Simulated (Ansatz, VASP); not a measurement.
TiO2 in VASP and in Ansatz

```xyz
6
Lattice="-1.8994 1.8994 4.8504 1.8994 -1.8994 4.8504 1.8994 1.8994 -4.8504" Properties=species:S:1:pos:R:3 pbc="T T T"
Ti    0.0000    0.0000    0.0000
Ti    0.0000    1.8994    2.4252
O     0.0000    0.0000    2.0028
O     0.0000    1.8994    4.4280
O     0.0000    1.8994    0.4225
O     0.0000    0.0000    7.6981
```

Alike in both runs: functional PBE; k mesh 10 × 10 × 10; occupations gaussian, width 0.02 eV; no spin polarisation.

Ansatz relaxed the structure, and its values are those at the end. VASP's run is a single point on that final structure, the one shown.

|  | VASP | Ansatz |
| --- | --- | --- |
| version | VASP 6.6.1 | Ansatz 0.2.0 |
| potentials or method | VASP PAW PBE potentials, release 64 (Ti_sv, O), cutoff 520 eV | scalar-relativistic, plane waves, PAW |
| valence electrons in the cell | 48 | 48 |

Ansatz gave:

* gap on the k mesh at the Fermi level (eV): 2.14
* least direct gap on the mesh (eV): 2.43
* pressure (GPa): 0.0
* rms of the force components (eV/Å): 0.000

Problem. Estimate VASP's values.

Solution. gap on the k mesh at the Fermi level (eV): 2.11; least direct gap on the mesh (eV): 2.41; pressure (GPa): 0.7; rms of the force components (eV/Å): 0.009.
